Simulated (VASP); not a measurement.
Set up this calculation in VASP 6.6.1, as the native input.

| Quantity | Value |
| --- | --- |
| Task | single point |
| Functional | PBEsol |
| Potentials or basis | VASP PAW PBE potentials, release 64 (W_sv, Se) |
| Cutoff | 520 eV |
| k mesh | 12 × 12 × 1 |
| Occupations | gaussian, width 0.05 eV |
| Spin | no spin polarisation |
| Dipole correction | no |
| Further INCAR settings | ALGO = Normal; EDIFF = 1e-07; NBANDS = 49 |

The structure of WSe2 lies in POSCAR:

```
WSe2
1.0
    3.1727757741      0.0000000000      0.0000000000
   -1.5863878870      2.7477044209      0.0000000000
    0.0000000000      0.0000000000     30.0602929214
W Se
3 6
Direct
    0.6666666667      0.3333333333      0.0000000000
    0.3333333333      0.6666666667      0.7734641576
    0.3333333333      0.6666666667      0.2265358424
    0.3333333333      0.6666666667      0.0573689705
    0.6666666667      0.3333333333      0.8308403050
    0.6666666667      0.3333333333      0.2838341585
    0.3333333333      0.6666666667      0.9426310295
    0.6666666667      0.3333333333      0.7161658415
    0.6666666667      0.3333333333      0.1691596950
```

This cell differs from its parent crystal: strain -0.030 along x and y, +0.030 along z.

The input as run:

INCAR

```
SYSTEM = WSe2
PREC = Accurate
ENCUT = 520
EDIFF = 1E-7
ISMEAR = 0
SIGMA = 0.05
LREAL = .FALSE.
LASPH = .TRUE.
NELM = 100
ALGO = Normal
ISIF = 2
LWAVE = .FALSE.
LCHARG = .FALSE.
GGA = PS
NBANDS = 49
```

KPOINTS

```
regular mesh
0
G
  12 12 1
  0 0 0
```

Potentials or basis: VASP PAW PBE potentials, release 64 (W_sv, Se).

Run with:

```sh
$ cat potpaw_PBE.64/W_sv/POTCAR potpaw_PBE.64/Se/POTCAR > POTCAR
$ mpirun -np 1 vasp_std > vasp.out
```

It gave:

```yaml
Largest_force: 0.141 eV/Å
Band_gap_on_the_k_mesh: 1.11 eV, indirect (least direct gap 1.85 eV)
```

Caveat: the cell differs from its parent crystal (strain -0.030 along x and y, +0.030 along z); the PAW data sets were made with another functional, which shifts forces and pressure a little; spin-orbit coupling is left out, which moves the levels of the heavy elements.

Wall time 6.4 min on 1 thread of Intel Xeon 6975P-C (shared host), peak memory 0.46 GiB.
